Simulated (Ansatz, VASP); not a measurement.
# PbS: VASP beside Ansatz

```xyz
2
Lattice="2.1127 1.2197 3.4519 -2.1127 1.2197 3.4519 0.0000 -2.4395 3.4519" Properties=species:S:1:pos:R:3 pbc="T T T"
Pb    0.0000    0.0000   10.1545
S     0.0000    0.0000    4.9193
```

Alike in both runs: task single point; functional HSE06; k mesh 4 × 4 × 4; occupations fermi-dirac, width 0.05 eV; no spin polarisation.

|  | VASP | Ansatz |
| --- | --- | --- |
| version | VASP 6.6.1 | Ansatz 0.2.0 |
| potentials or method | VASP PAW PBE potentials, release 64 (Pb_d, S), cutoff 520 eV | all-electron PAW datasets made for the crystal |

Ansatz gave:

```
gap on the k mesh at the Fermi level (eV) : 0.90
least direct gap on the mesh (eV)         : 0.90
pressure (GPa)                            : -0.1
rms of the force components (eV/Å)        : 0.016
```

Q: Which values does VASP return?

A: gap on the k mesh at the Fermi level (eV): 0.91; least direct gap on the mesh (eV): 0.91; pressure (GPa): -0.2; rms of the force components (eV/Å): 0.015.

Atom by atom the forces differ by 0.001 eV/Å (rms over components). Ansatz ran all-electron here, and VASP with PAW potentials.

The k mesh is coarse, so the values compare programs but aren't converged. Neither program's run includes spin-orbit coupling.
